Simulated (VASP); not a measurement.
# SnTe (Fm-3m) in VASP: a series of runs, part 2 of 2

VASP 6.6.1. The steps go on from the part before.

**3. Single point, PBE**

Input file INCAR:

```
SYSTEM = SnTe
  PREC = Accurate
  ENCUT = 520
  EDIFF = 1E-6
  ISMEAR = 1
  SIGMA = 0.0628
  LREAL = .False.
  LASPH = .True.
  NELM = 100
  ALGO = Normal
  ISIF = 2
  LWAVE = .False.
  LCHARG = .True.
  GGA = PE
  LELF = .True.
  LVHAR = .True.
  NBANDS = 17
```

Input file KPOINTS:

```
regular mesh
0
Gamma
  11 11 11
  0 0 0
```

Input file POSCAR:

```
SnTe
1.0
    0.0000000000      3.1565000000      3.1565000000
    3.1565000000      0.0000000000      3.1565000000
    3.1565000000      3.1565000000      0.0000000000
Sn Te
1 1
Direct
    0.0000000000      0.0000000000      0.0000000000
    0.5000000000      0.5000000000      0.5000000000
```

Potentials or basis: VASP PAW PBE potentials, release 64 (Sn_d, Te).

On the command line:

```
$ cat potpaw_PBE.64/Sn_d/POTCAR potpaw_PBE.64/Te/POTCAR > POTCAR
$ mpirun -np 1 vasp_std > vasp.out
```

OUTCAR:

```text
SYSTEM = SnTe
   PREC = Accurate
   ENCUT = 520
   EDIFF = 1E-6
   ISMEAR = 1
   LREAL = .False.
   LASPH = .True.
   NELM = 100
   ISIF = 2
   GGA = PE

 ion  position               nearest neighbor table
   1  0.000  0.000  0.000-   2 3.16   2 3.16   2 3.16   2 3.16   2 3.16   2 3.16
   2  0.500  0.500  0.500-   1 3.16   1 3.16   1 3.16   1 3.16   1 3.16   1 3.16

  LATTYP: Found a face centered cubic cell.
 ALAT       =     6.3130000000

  Lattice vectors:

 A1 = (   0.0000000000,   3.1565000000,   3.1565000000)
 A2 = (   3.1565000000,   0.0000000000,   3.1565000000)
 A3 = (   3.1565000000,   3.1565000000,   0.0000000000)

Analysis of symmetry for initial positions (statically):
=====================================================================
 Subroutine PRICEL returns:
 Original cell was already a primitive cell.

 Routine SETGRP: Setting up the symmetry group for a
 face centered cubic supercell.

 Subroutine GETGRP returns: Found 48 space group operations
 (whereof 48 operations were pure point group operations)
 out of a pool of 48 trial point group operations.

The static configuration has the point symmetry O_h .

Analysis of symmetry for dynamics (positions and initial velocities):
=====================================================================
 Subroutine PRICEL returns:
 Original cell was already a primitive cell.

 Routine SETGRP: Setting up the symmetry group for a
 face centered cubic supercell.

 Subroutine GETGRP returns: Found 48 space group operations
 (whereof 48 operations were pure point group operations)
 out of a pool of 48 trial point group operations.

The dynamic configuration has the point symmetry O_h .

 Subroutine INISYM returns: Found 48 space group operations
 (whereof 48 operations are pure point group operations),
 and found     1 'primitive' translations

----------------------------------------------------------------------------------------

                                     Primitive cell

[... 110 lines left out ...]
     AMIX_MAG =   1.60;   BMIX_MAG =  1.00
  volume/ion in A,a.u.               =      31.45       212.23
  Fermi-wavevector in a.u.,A,eV,Ry     =   1.117384  2.111549 16.987507  1.248547
  Thomas-Fermi vector in A             =   2.254006
   LORBIT       =      0    0 simple, 1 ext, 2 COOP (PROOUT), +10 PAW based schemes
   GGA     = PE    functional components
   LHFCALC =     F    Hartree Fock is set to
   AEXX    =    0.0000 exact exchange contribution
   IVDW    =     0    specifies the selected vdW correction
   LEPSILON=     F    determine dielectric tensor
   LRPA    =     F    only Hartree local field effects (RPA)
 non-spin polarized calculation
 Methfessel and Paxton  Order N= 1 SIGMA  =   0.06
  energy-cutoff  :      520.00
  volume of cell :       62.90
 maximum number of plane-waves:      1715
 NGX is ok and might be reduce to    36
   NGX = 17   NGY = 17   NGZ = 17

 number of electron      19.9999999 magnetization

 Free energy of the ion-electron system (eV)
  ---------------------------------------------------
  ext. energy  EPLUGINS =         0.00000000
  ---------------------------------------------------
  free energy    TOTEN  =        -7.54788012 eV

  energy without entropy =       -7.54790207  energy(sigma->0) =       -7.54788744

 E-fermi :   6.8010     XC(G=0):  -9.4695

 val. band max:        6.7481885022   @ k =   0.4545   0.0000   0.0000
 cond. band min:       7.1702021979   @ k =   0.4545   0.0000   0.0000
 fundamental gap:      0.4220136957
 Fermi energy:         6.8010495185

 k-point     1 :       0.0000    0.0000    0.0000
  band No.  band energies     occupation
      1     -15.0075      2.00000
      2     -15.0075      2.00000
      3     -15.0021      2.00000
      4     -15.0021      2.00000
      5     -15.0021      2.00000
      6      -5.8731      2.00000
[... 457 lines left out ...]
      4     -14.9989      2.00000
      5     -14.9973      2.00000
      6      -5.1887      2.00000
[... 9 lines left out ...]
     16      14.7467      0.00000
     17      14.8857      0.00000

 [... further k-points ...]

------------------------ aborting loop because EDIFF is reached ----------------------------------------

  FORCE on cell =-STRESS in cart. coord.  units (eV):
  Direction    XX          YY          ZZ          XY          YZ          ZX
  --------------------------------------------------------------------------------------
  -------------------------------------------------------------------------------------
  Total        0.7708420      0.7708420      0.7708420      0.0000000      0.0000000      0.0000000
  in kB       19.6348953     19.6348953     19.6348953      0.0000000      0.0000000      0.0000000
  external PRESSURE =      19.6348953 kB  Pullay stress =       0.0000000 kB

 VOLUME and BASIS-vectors are now :
 -----------------------------------------------------------------------------
  energy-cutoff  :      520.00
  volume of cell :       62.90
      direct lattice vectors                 reciprocal lattice vectors
     0.000000000  3.156500000  3.156500000    -0.158403295  0.158403295  0.158403295
     3.156500000  0.000000000  3.156500000     0.158403295 -0.158403295  0.158403295
     3.156500000  3.156500000  0.000000000     0.158403295  0.158403295 -0.158403295

 POSITION                                       TOTAL-FORCE (eV/Angst)
 -----------------------------------------------------------------------------------
      0.00000      0.00000      0.00000         0.000000     -0.000000      0.000000
      3.15650      3.15650      3.15650         0.000000      0.000000     -0.000000
 -----------------------------------------------------------------------------------
    total drift:                               -0.000000      0.000000      0.000000

  FREE ENERGIE OF THE ION-ELECTRON SYSTEM (eV)
  ---------------------------------------------------
  free  energy   TOTEN  =        -7.5478801212 eV

  energy  without entropy=       -7.5479020682  energy(sigma->0) =       -7.54788744
```

OSZICAR:

```text
N       E                     dE             d eps       ncg     rms          rms(c)
DAV:   1     0.126368743137E+03    0.12637E+03   -0.95193E+03  1915   0.135E+03
DAV:   2     0.374725256970E+01   -0.12262E+03   -0.11954E+03  2092   0.335E+02
DAV:   3    -0.727400657175E+01   -0.11021E+02   -0.10963E+02  2347   0.886E+01
DAV:   4    -0.758613654076E+01   -0.31213E+00   -0.31196E+00  2197   0.155E+01
DAV:   5    -0.759897044137E+01   -0.12834E-01   -0.12833E-01  2776   0.308E+00    0.454E+00
DAV:   6    -0.754596565445E+01    0.53005E-01   -0.12328E-01  2568   0.231E+00    0.284E+00
DAV:   7    -0.754743358788E+01   -0.14679E-02   -0.51195E-02  2292   0.109E+00    0.793E-01
DAV:   8    -0.754776664635E+01   -0.33306E-03   -0.70378E-03  2445   0.669E-01    0.172E-01
DAV:   9    -0.754788059051E+01   -0.11394E-03   -0.63107E-04  2624   0.244E-01    0.340E-02
DAV:  10    -0.754787437123E+01    0.62193E-05   -0.10659E-04  2515   0.872E-02    0.166E-02
DAV:  11    -0.754788038752E+01   -0.60163E-05   -0.42836E-05  2335   0.508E-02    0.270E-02
DAV:  12    -0.754788012116E+01    0.26635E-06   -0.24910E-06  2190   0.105E-02
   1 F= -.75478801E+01 E0= -.75478874E+01  d E =0.219471E-04
```

Wall time 93 s (1 thread of Intel Xeon 8259CL, shared host); peak memory 0.24 GiB.

Results:

- Free energy: -7.5479 eV
- Pressure: 2.0 GPa

Caveat: this odd mesh misses L, so gap, dielectric constants and Born charges aren't listed; spin-orbit coupling is left out, which moves the levels of the heavy elements.

**4. Single point, PBE**

Input file INCAR:

```
PREC = Accurate
ENCUT = 520
EDIFF = 1E-6
ISMEAR = 1
SIGMA = 0.2
LREAL = F
LASPH = T
NELM = 60
ALGO = Normal
ISIF = 2
LWAVE = F
LCHARG = F
GGA = PE
NBANDS = 17
```

Input file KPOINTS:

```
Automatic mesh
0
Gamma
  11 11 11
```

POSCAR is that of step 3.

Potentials or basis: VASP PAW PBE potentials, release 64 (Sn_d, Te).

On the command line:

```
$ cat potpaw_PBE.64/Sn_d/POTCAR potpaw_PBE.64/Te/POTCAR > POTCAR
$ mpirun -np 1 vasp_std > vasp.out
```

OUTCAR:

```text
PREC = Accurate
   ENCUT = 520
   EDIFF = 1E-6
   ISMEAR = 1
   LREAL = F
   LASPH = T
   NELM = 60
   ISIF = 2
   GGA = PE

 ion  position               nearest neighbor table
   1  0.000  0.000  0.000-   2 3.16   2 3.16   2 3.16   2 3.16   2 3.16   2 3.16
   2  0.500  0.500  0.500-   1 3.16   1 3.16   1 3.16   1 3.16   1 3.16   1 3.16

  LATTYP: Found a face centered cubic cell.
 ALAT       =     6.3130000000

  Lattice vectors:

 A1 = (   0.0000000000,   3.1565000000,   3.1565000000)
 A2 = (   3.1565000000,   0.0000000000,   3.1565000000)
 A3 = (   3.1565000000,   3.1565000000,   0.0000000000)

Analysis of symmetry for initial positions (statically):
=====================================================================
 Subroutine PRICEL returns:
 Original cell was already a primitive cell.

 Routine SETGRP: Setting up the symmetry group for a
 face centered cubic supercell.

 Subroutine GETGRP returns: Found 48 space group operations
 (whereof 48 operations were pure point group operations)
 out of a pool of 48 trial point group operations.

The static configuration has the point symmetry O_h .
[... 159 lines left out ...]

  energy without entropy =       -7.54957979  energy(sigma->0) =       -7.54794076

 E-fermi :   7.1125     XC(G=0):  -9.4698

 val. band max:        6.7479290811   @ k =   0.4545   0.0000   0.0000
 cond. band min:       7.1699323013   @ k =   0.4545   0.0000   0.0000
 fundamental gap:      0.4220032203
 Fermi energy:         7.1124509435

 k-point     1 :       0.0000    0.0000    0.0000
  band No.  band energies     occupation
      1     -15.0091      2.00000
      2     -15.0091      2.00000
      3     -15.0037      2.00000
      4     -15.0037      2.00000
      5     -15.0037      2.00000
      6      -5.8726      2.00000
[... 457 lines left out ...]
      4     -15.0005      2.00000
      5     -14.9989      2.00000
      6      -5.1881      2.00000
[... 9 lines left out ...]
     16      14.7465      0.00000
     17      14.8856      0.00000

 [... further k-points ...]

------------------------ aborting loop because EDIFF is reached ----------------------------------------

  FORCE on cell =-STRESS in cart. coord.  units (eV):
  Direction    XX          YY          ZZ          XY          YZ          ZX
  --------------------------------------------------------------------------------------
  -------------------------------------------------------------------------------------
  Total        0.7798310      0.7798310      0.7798310      0.0000000      0.0000000      0.0000000
  in kB       19.8638626     19.8638626     19.8638626      0.0000000      0.0000000      0.0000000
  external PRESSURE =      19.8638626 kB  Pullay stress =       0.0000000 kB

 VOLUME and BASIS-vectors are now :
 -----------------------------------------------------------------------------
  energy-cutoff  :      520.00
  volume of cell :       62.90
      direct lattice vectors                 reciprocal lattice vectors
     0.000000000  3.156500000  3.156500000    -0.158403295  0.158403295  0.158403295
     3.156500000  0.000000000  3.156500000     0.158403295 -0.158403295  0.158403295
     3.156500000  3.156500000  0.000000000     0.158403295  0.158403295 -0.158403295

 POSITION                                       TOTAL-FORCE (eV/Angst)
 -----------------------------------------------------------------------------------
      0.00000      0.00000      0.00000         0.000000      0.000000     -0.000000
      3.15650      3.15650      3.15650         0.000000      0.000000      0.000000
 -----------------------------------------------------------------------------------
    total drift:                               -0.000000      0.000000      0.000000

  FREE ENERGIE OF THE ION-ELECTRON SYSTEM (eV)
  ---------------------------------------------------
  free  energy   TOTEN  =        -7.5471212442 eV

  energy  without entropy=       -7.5495797917  energy(sigma->0) =       -7.54794076
```

OSZICAR:

```text
N       E                     dE             d eps       ncg     rms          rms(c)
DAV:   1     0.126369671280E+03    0.12637E+03   -0.95193E+03  1915   0.135E+03
DAV:   2     0.374775768983E+01   -0.12262E+03   -0.11955E+03  2092   0.335E+02
DAV:   3    -0.727358941042E+01   -0.11021E+02   -0.10960E+02  2347   0.886E+01
DAV:   4    -0.758576661817E+01   -0.31218E+00   -0.31199E+00  2197   0.155E+01
DAV:   5    -0.759860226472E+01   -0.12836E-01   -0.12835E-01  2776   0.308E+00    0.454E+00
DAV:   6    -0.754534155136E+01    0.53261E-01   -0.12355E-01  2568   0.231E+00    0.286E+00
DAV:   7    -0.754671241919E+01   -0.13709E-02   -0.52072E-02  2292   0.110E+00    0.795E-01
DAV:   8    -0.754700764056E+01   -0.29522E-03   -0.71872E-03  2445   0.676E-01    0.174E-01
DAV:   9    -0.754712593859E+01   -0.11830E-03   -0.65235E-04  2624   0.247E-01    0.330E-02
DAV:  10    -0.754711578713E+01    0.10151E-04   -0.10849E-04  2522   0.880E-02    0.171E-02
DAV:  11    -0.754712149789E+01   -0.57108E-05   -0.45985E-05  2327   0.526E-02    0.288E-02
DAV:  12    -0.754712124421E+01    0.25368E-06   -0.28155E-06  2190   0.111E-02
   1 F= -.75471212E+01 E0= -.75479408E+01  d E =0.245855E-02
```

stdout:

```text
POSCAR found type information on POSCAR SnTe
 POSCAR found :  2 types and       2 ions
 scaLAPACK will be used
 LDA part: xc-table for (Slater+PW92), standard interpolation
 POSCAR, INCAR and KPOINTS ok, starting setup
 FFT: planning ... GRIDC
 FFT: planning ... GRID_SOFT
 FFT: planning ... GRID
 WAVECAR not read
 entering main loop
```

Run time: 89 s. Hardware: 1 thread of Intel Xeon 8259CL, shared host; peak memory 0.24 GiB.

What came out:

```yaml
Free_energy: -7.5471 eV
Pressure: 2.0 GPa
```

Caveat: this odd mesh misses L, so gap, dielectric constants and Born charges aren't listed; spin-orbit coupling is left out, which moves the levels of the heavy elements.

**5. The runs side by side**

```tsv
smearing	pressure (GPa)
gaussian 0.2 eV	2.0
methfessel-paxton 0.0628 eV	2.0
methfessel-paxton 0.2 eV	2.0
```

Alike in all rows: task single point; level PBE; potentials or basis VASP PAW PBE potentials, release 64 (Sn_d, Te); no spin polarisation; cell as given; k mesh 11 × 11 × 11; cutoff (eV) 520.

Caveats: spin-orbit coupling is left out, which moves the levels of the heavy elements.

Absolute energies hang on the potentials; compare differences alone.
